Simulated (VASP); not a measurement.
Wanted: the native input for a VASP 6.6.1 run.

* Task: single point
* Functional: PBE
* Potentials or basis: VASP PAW PBE potentials, release 64 (Rh_pv)
* Cutoff: 520 eV
* k mesh: 12 × 12 × 12
* Occupations: fermi-dirac, width 0.05 eV
* Spin: no spin polarisation
* Dipole correction: no
* Further INCAR settings: ALGO = Normal; EDIFF = 1e-06; NBANDS = 14

The structure of Rh lies in POSCAR:

```
Rh
1.0
    0.0000000000      1.9228245745      1.9228245745
    1.9228245745      0.0000000000      1.9228245745
    1.9228245745      1.9228245745      0.0000000000
Rh
1
Direct
    0.0000000000      0.0000000000      0.0000000000
```

The input as run:

INCAR

```
SYSTEM = Rh
ALGO = Normal
EDIFF = 1E-6
ENCUT = 520
GGA = PE
ISIF = 2
ISMEAR = -1
LASPH = .True.
LCHARG = .False.
LREAL = .False.
LWAVE = .False.
NBANDS = 14
NELM = 60
PREC = Accurate
SIGMA = 0.05
```

KPOINTS

```
k-points
0
Gamma
  12 12 12
  0 0 0
```

Potentials or basis: VASP PAW PBE potentials, release 64 (Rh_pv).

Command:

```bash
$ cat potpaw_PBE.64/Rh_pv/POTCAR > POTCAR
$ mpirun -np 1 vasp_std > vasp.out
```

It gave:

| Property | Result |
| --- | --- |
| Pressure | -3.0 GPa |

Run time: 8.7 s on 1 thread of Intel(R) Xeon(R) Platinum 8259CL CPU @ 2.50GHz (Skylake/Cascade Lake), on a shared host, peak memory 0.13 GiB.
